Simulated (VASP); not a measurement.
Runs of VASP 6.6.1 on TePb. The structure is that of space group P6_3/mmc (No. 194), or close to it. The cells are those of the table. 

```tsv
level	cell	gap on the mesh (eV)	pressure (GPa)
PBE	a = 4.478, b = 4.478, c = 7.795 Å, angles 90.0, 90.0, 120.0°, 4 atoms	none	2.6
r2SCAN	a = 4.633, b = 4.633, c = 8.081 Å, angles 90.0, 90.0, 120.0°, 4 atoms	0.50	-2.1
PBE	a = 4.571, b = 4.571, c = 7.958 Å, angles 90.0, 90.0, 120.0°, 4 atoms	0.09	0.0
PBE	a = 4.617, b = 4.617, c = 8.036 Å, angles 90.0, 90.0, 120.0°, 4 atoms	(a)	(c)
r2SCAN	a = 4.451, b = 4.451, c = 7.764 Å, angles 90.0, 90.0, 120.0°, 4 atoms	0.23	2.9
r2SCAN	a = 4.498, b = 4.498, c = 7.846 Å, angles 90.0, 90.0, 120.0°, 4 atoms	0.31	1.3
r2SCAN	a = 4.544, b = 4.544, c = 7.926 Å, angles 90.0, 90.0, 120.0°, 4 atoms	0.38	0.0
PBE	a = 4.525, b = 4.525, c = 7.877 Å, angles 90.0, 90.0, 120.0°, 4 atoms	-	1.2
PBE	a = 4.661, b = 4.661, c = 8.114 Å, angles 90.0, 90.0, 120.0°, 4 atoms	0.20	-2.0
r2SCAN	a = 4.589, b = 4.589, c = 8.004 Å, angles 90.0, 90.0, 120.0°, 4 atoms	0.44	(d)
PBE	a = 4.544, b = 4.544, c = 7.926 Å, angles 90.0, 90.0, 120.0°, 4 atoms	(b)	0.6
```

Alike in all rows: task single point; potentials or basis VASP PAW PBE potentials, release 64 (Pb_d, Te); no spin polarisation; k mesh 6 × 6 × 4; cutoff (eV) 520; smearing fermi-dirac 0.02 eV.

Problem. Estimate the missing entries.

Solution. (a) 0.15; (b) 0.07; (c) -1.1; (d) -1.2.

Caveats: spin-orbit coupling is left out, which moves the levels of the heavy elements; the PAW data sets were made with another functional, which shifts forces and pressure a little (some runs).

A k mesh can miss the band edges, and the runs leave out spin-orbit coupling on Pb, Te.

A gap of «none» marks levels without a gap at the run's occupations.
